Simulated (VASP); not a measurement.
# Al2Cu: single point with LDA

Al2Cu:

```xyz
6
Lattice="-2.9711 2.9711 2.3857 2.9711 -2.9711 2.3857 2.9711 2.9711 -2.3857" Properties=species:S:1:pos:R:3 pbc="T T T"
Al    0.9464    3.9175    0.0000
Al    2.0247    0.9464    0.0000
Al    2.0247   -0.9464    2.3857
Al    0.9464    2.0247    2.3857
Cu    0.0000    0.0000    1.1928
Cu    0.0000    0.0000    3.5785
```

```yaml
Program: VASP 6.6.1
Task: single point
Functional: LDA
Potentials_or_basis: VASP PAW LDA potentials, release 64 (Al, Cu)
Cutoff: 520 eV
k_mesh: 16 × 16 × 16
Occupations: gaussian, width 0.2 eV
Spin: no spin polarisation
```

```
Pressure               : 0.3 GPa
Largest force          : 0.003 eV/Å
Band gap on the k mesh : zero (bands 17 and 18 overlap by 4.41 eV)
```

Forces in eV/Å, atoms in the order of the input:
```
Al  -0.002 -0.002  0.000
Al   0.002 -0.002  0.000
Al   0.002  0.002  0.000
Al  -0.002  0.002  0.000
Cu   0.000  0.000  0.000
Cu   0.000  0.000  0.000
```

Levels at points of the mesh, in eV from the Fermi level:
| k point | band 14 | band 15 | band 16 | band 17 | band 18 | band 19 | band 20 | band 21 |
| --- | --- | --- | --- | --- | --- | --- | --- | --- |
| (0.00, 0.00, 0.00) | -2.05 | -1.46 | -1.29 | -1.29 | -0.87 | -0.21 | 0.07 | 1.60 |
| (0.50, 0.00, 0.00) | -3.25 | -2.73 | -2.73 | 0.22 | 0.22 | 4.17 | 4.17 | 4.43 |
| (0.50, 0.50, 0.00) | -2.92 | -1.57 | -1.35 | -0.90 | -0.69 | 0.83 | 1.29 | 4.72 |
| (0.50, 0.50, 0.50) | -3.44 | -3.44 | -1.90 | 2.65 | 2.98 | 2.98 | 3.42 | 4.28 |

Run time: 11 min on 1 thread of Intel(R) Xeon(R) Platinum 8488C (Sapphire Rapids) (shared host), peak memory 0.66 GiB.
